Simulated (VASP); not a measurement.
V: single point with r2SCAN

V:

```
V
1.0
     4.43642    0.00000    0.00000
    -2.21821    3.84205    0.00000
     0.00000    0.00000    2.37055
V
3
Direct
  0.00000 0.00000 0.00000
  0.33333 0.66667 0.50000
  0.66667 0.33333 0.50000
```

This isn't the form of V at room conditions, which is bcc.

```
Program             : VASP 6.6.1
Task                : single point
Functional          : r2SCAN
Potentials or basis : VASP PAW PBE potentials, release 64 (V_sv)
Cutoff              : 520 eV
k mesh              : 9 × 9 × 12
Occupations         : fermi-dirac, width 0.05 eV
Spin                : collinear spin, ferromagnetic start
Starting moments    : [1.0, 1.0, 1.0] μB
```

* Pressure: 0.8 GPa
* Net moment: 0.00 μB per cell
* Valence electrons inside the program's atomic spheres: V 11.62, 11.68 (each value once)

Stress tensor (GPa, compression positive):
```
0.64 0.00 0.00
0.00 0.64 0.00
0.00 0.00 1.08
```

Levels at points of the mesh, in eV from the Fermi level:
Spin up:
```tsv
k point	band 16	band 17	band 18	band 19	band 20	band 21	band 22	band 23
(0.00, 0.00, 0.00)	-1.55	-1.50	-1.50	-1.50	-0.96	0.61	0.61	2.66
(0.00, 0.00, 0.50)	-2.43	-1.86	-1.11	0.04	0.04	1.03	1.03	2.69
```
Spin down:
```csv
k point,band 17,band 18,band 19,band 20,band 21,band 22
"(0.00, 0.00, 0.00)",-1.50,-1.50,-1.50,-0.96,0.61,0.61
"(0.00, 0.00, 0.50)",-1.86,-1.11,0.04,0.04,1.03,1.03
```

Wall time 5.2 min on 1 thread of Intel(R) Xeon(R) 6975P-C (Granite Rapids), with other jobs on the host, peak memory 0.27 GiB.

Caveat: the PAW data sets were made with another functional, which shifts forces and pressure a little.
